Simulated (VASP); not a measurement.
Set up this calculation in VASP 6.6.1, as the native input.

| Property | Result |
| --- | --- |
| Task | single point |
| Functional | PBEsol |
| Potentials or basis | VASP PAW PBE potentials, release 64 (In_d, Pd) |
| Cutoff | 520 eV |
| k mesh | 14 × 14 × 14 |
| Occupations | gaussian, width 0.15 eV |
| Spin | no spin polarisation |
| Dipole correction | no |
| Further INCAR settings | ALGO = Fast; EDIFF = 1e-06; NBANDS = 18 |

The structure of InPd lies in POSCAR:

```
InPd
1.0
    3.2088053983      0.0000000000      0.0000000000
    0.0000000000      3.2088053983      0.0000000000
    0.0000000000      0.0000000000      3.3222750686
In Pd
1 1
Direct
   -0.0198696357      0.0000000000      0.0000000000
    0.5214376229      0.5000000000      0.5000000000
```

This cell differs from its parent crystal: atoms displaced along a vibrational mode, the cell strained.

These files were run (other wordings do the same):

INCAR

```
ALGO     = Fast           # electronic algorithm
EDIFF    = 1E-6           # SCF threshold, eV
ENCUT    = 520            # plane-wave cutoff, eV
GGA      = PS             # functional
ISIF     = 2              # what is computed and relaxed
ISMEAR   = 0              # smearing method
LASPH    = T              # aspherical terms in the spheres
LCHARG   = F              # write CHGCAR
LREAL    = F              # projectors in reciprocal space
LWAVE    = F              # write WAVECAR
NBANDS   = 18             # bands
NELM     = 100            # most SCF steps
PREC     = Accurate       # precision mode
SIGMA    = 0.15           # smearing width, eV
```

KPOINTS

```
k-points
0
Gamma
  14 14 14
```

Potentials or basis: VASP PAW PBE potentials, release 64 (In_d, Pd).

Command:

```sh
$ cat potpaw_PBE.64/In_d/POTCAR potpaw_PBE.64/Pd/POTCAR > POTCAR
$ mpirun -np 1 vasp_std > vasp.out
```

Results of the run:

- Pressure: 1.1 GPa
- Largest force: 0.562 eV/Å
- Band gap on the k mesh: zero (an odd number of electrons rules out a gap without spin polarisation)

Caveat: the cell differs from its parent crystal (atoms displaced along a vibrational mode, the cell strained); the PAW data sets were made with another functional, which shifts forces and pressure a little; spin-orbit coupling is left out, which moves the levels of the heavy elements.

It took 7 min on 1 thread of AMD EPYC 7R43 64-Core Processor (Zen 3), with other jobs on the host, peak memory 0.38 GiB.
